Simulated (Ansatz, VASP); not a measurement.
## Ga3Sb: VASP beside Ansatz

Contents of INCAR:

```
SYSTEM = Ga3Sb
  ALGO = Fast
  EDIFF = 1E-6
  EDIFFG = -0.01
  ENCUT = 600
  GGA = PS
  IBRION = 2
  ISIF = 3
  ISMEAR = 0
  IVDW = 12
  LASPH = .True.
  LCHARG = .False.
  LREAL = .False.
  LWAVE = .False.
  NELM = 80
  NSW = 80
  PREC = Accurate
  SIGMA = 0.1
```

File KPOINTS:

```
k-points
0
Gamma
  14 14 14
  0 0 0
```

The input POSCAR:

```
Ga3Sb
1.0
   -2.1587990000      2.1587990000      4.7604840000
    2.1587990000     -2.1587990000      4.7604840000
    2.1587990000      2.1587990000     -4.7604840000
Ga Sb
3 1
Direct
    0.7500000000      0.2500000000      0.5000000000
    0.2500000000      0.7500000000      0.5000000000
    0.5000000000      0.5000000000      0.0000000000
    0.0000000000      0.0000000000      0.0000000000
```

Input for Ansatz:

```yaml
crystal:
  lattice:
    - [-2.158799, 2.158799, 4.760484]
    - [2.158799, -2.158799, 4.760484]
    - [2.158799, 2.158799, -4.760484]
  atoms:
    - { symbol: Ga, position: [0.75, 0.25, 0.5] }
    - { symbol: Ga, position: [0.25, 0.75, 0.5] }
    - { symbol: Ga, position: [0.5, 0.5, 0.0] }
    - { symbol: Sb, position: [0.0, 0.0, 0.0] }
basis:
  ecutwfc: 420
kpoints:
  mp_grid: { grid: [14, 14, 14] }
hamiltonian:
  xc: pbesol
  dispersion: d3bj
scf:
  occupations: { method: gaussian, width: 0.1 }
output:
  forces: true
  stress: true
  eigenvalues: true
relax:
  adjacent_minimum: "off"
  f_tol: 0.01
  max_steps: 60
  cell: { stress_tol: 0.05 }
```

Alike in both runs: task relaxation of cell and atoms; functional PBEsol; dispersion D3(BJ); k mesh 14 × 14 × 14; occupations gaussian, width 0.1 eV; no spin polarisation.

|  | VASP | Ansatz |
| --- | --- | --- |
| version | VASP 6.6.1 | Ansatz 0.2.0 |
| potentials or method | VASP PAW PBE potentials, release 64 (Ga_d, Sb), cutoff 600 eV | scalar-relativistic, plane waves, PAW |
| valence electrons in the cell | 44 | 54 |

```csv
,VASP,Ansatz,Ansatz less VASP
"gap on the k mesh at the Fermi level, each at its own relaxed structure (eV)",none,none,-
relaxed volume (Å³/atom),19.62,19.60,-0.020
relaxed length of the cell vector where the two differ most in proportion (Å),5.368,5.365,-0.0030
```

VASP's potentials were made for PBE, not for PBEsol. A gap of «none» marks a metal or a gap that the smearing closes. VASP's potentials hold 44 valence electrons a cell and Ansatz's 54, so a difference there can come from the potentials and not from the codes.

Neither program's run includes spin-orbit coupling.
